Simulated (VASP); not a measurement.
Here is a VASP 6.6.1 calculation.

File INCAR:

```
PREC = Accurate
ENCUT = 520
EDIFF = 1E-7
ISMEAR = 0
SIGMA = 0.05
LREAL = F
LASPH = T
NELM = 60
ALGO = Normal
ISIF = 2
LWAVE = F
LCHARG = F
GGA = PE
NBANDS = 15
```

The input KPOINTS:

```
regular mesh
0
Gamma
  6 6 4
```

File POSCAR:

```
MgI2
1.0
    4.2072027146      0.0000000000      0.0000000000
   -2.1036013573      3.6435444297      0.0000000000
    0.0000000000      0.0000000000      7.8117229395
Mg I
1 2
Direct
    0.0000000000      0.0000000000      0.0000000000
    0.3333333333      0.6666666667      0.7781860196
    0.6666666667      0.3333333333      0.2218139804
```

Potentials or basis: VASP PAW PBE potentials, release 64 (Mg, I).

Run with:

```sh
$ cat potpaw_PBE.64/Mg/POTCAR potpaw_PBE.64/I/POTCAR > POTCAR
$ mpirun -np 1 vasp_std > vasp.out
```

**Question.** Predict the pressure.

**Answer.** -0.8 GPa.

**Question.** Estimate the largest force.

**Answer.** 0.282 eV/Å.

**Question.** Estimate the band gap on the k mesh.

**Answer.** 3.47 eV, indirect (least direct gap 3.54 eV).

Forces in eV/Å, atoms in the order of the input:
```
Mg   0.000  0.000  0.000
I    0.000  0.000  0.282
I    0.000  0.000 -0.282
```

Caveat: spin-orbit coupling is left out, which moves the levels of the heavy elements; this functional lacks dispersion, which binds the layers, so the pressure and a relaxed spacing across them are unreliable. A k mesh can miss the band edges.
